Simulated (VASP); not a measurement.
Here is a VASP 6.6.1 calculation.

The input INCAR:

```
  PREC = Accurate
  ENCUT = 600
  EDIFF = 1E-7
  ISMEAR = -1
  SIGMA = 0.15
  LREAL = False
  LASPH = True
  NELM = 60
  ALGO = Normal
  ISIF = 3
  LWAVE = False
  LCHARG = False
  IBRION = 2
  NSW = 80
  EDIFFG = -0.001
```

The input KPOINTS:

```
regular mesh
0
Gamma
  12 12 8
```

The input POSCAR:

```
Mg
1.0
    3.1506839799      0.0000000000      0.0000000000
   -1.5753419899      2.7285723659      0.0000000000
    0.0000000000      0.0000000000      5.0241571645
Mg
2
Direct
    0.3333333333      0.6666666667      0.2500000000
    0.6666666667      0.3333333333      0.7500000000
```

Potentials or basis: VASP PAW LDA potentials, release 64 (Mg).

The run is started by

```sh
$ cat potpaw_LDA.64/Mg/POTCAR > POTCAR
$ mpirun -np 1 vasp_std > vasp.out
```

(1) What does it give for the relaxed cell?

(2) Estimate the space group after relaxing (to 0.05 Å).

## Answers

(1) a = 3.138 Å, b = 3.138 Å, c = 5.036 Å, α = 90.00°, β = 90.00°, γ = 120.00°.

(2) P6_3/mmc (No. 194).
